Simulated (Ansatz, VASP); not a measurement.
# One calculation of Ge, two programs

File INCAR:

```
SYSTEM = Ge
PREC = Accurate
ENCUT = 500
EDIFF = 1E-6
ISMEAR = 1
SIGMA = 0.001
LREAL = .False.
LASPH = .True.
NELM = 120
ALGO = Normal
ISIF = 2
LWAVE = .False.
LCHARG = .False.
GGA = PE
NBANDS = 21
GGA_COMPAT = .False.
```

Contents of KPOINTS:

```
regular mesh
0
Gamma
  6 6 6
  0 0 0
```

POSCAR

```
Ge
1.0
    0.0000000000      2.8368735121      2.8368735121
    2.8368735121      0.0000000000      2.8368735121
    2.8368735121      2.8368735121      0.0000000000
Ge
2
Direct
    0.0000000000      0.0000000000      0.0000000000
    0.2500000000      0.2500000000      0.2500000000
```

Input for Ansatz:

```yaml
crystal:
  lattice:
    - [0.0, 2.8368735121, 2.8368735121]
    - [2.8368735121, 0.0, 2.8368735121]
    - [2.8368735121, 2.8368735121, 0.0]
  atoms:
    - { symbol: Ge, position: [0.0, 0.0, 0.0] }
    - { symbol: Ge, position: [0.25, 0.25, 0.25] }
kpoints:
  mp_grid: { grid: [6, 6, 6] }
hamiltonian:
  xc: pbe
scf:
  occupations: { method: cold, width: 0.001 }
  n_extra_bands: 4
output:
  forces: true
  stress: true
  eigenvalues: true
```

Alike in both runs: task single point; functional PBE; k mesh 6 × 6 × 6; no spin polarisation.

|  | VASP | Ansatz |
| --- | --- | --- |
| version | VASP 6.6.1 | Ansatz 0.2.0 |
| potentials or method | VASP PAW PBE potentials, release 64 (Ge_d) | plane waves |
| plane-wave cutoff (eV) | 500 | 420 |
| occupations | methfessel-paxton of order 1, width 0.001 eV | cold, width 0.001 eV |
| valence electrons in the cell | 28 | 28 |

|  | VASP | Ansatz | Ansatz less VASP |
| --- | --- | --- | --- |
| pressure (GPa) | 3.0 | 3.1 | +0.15 |
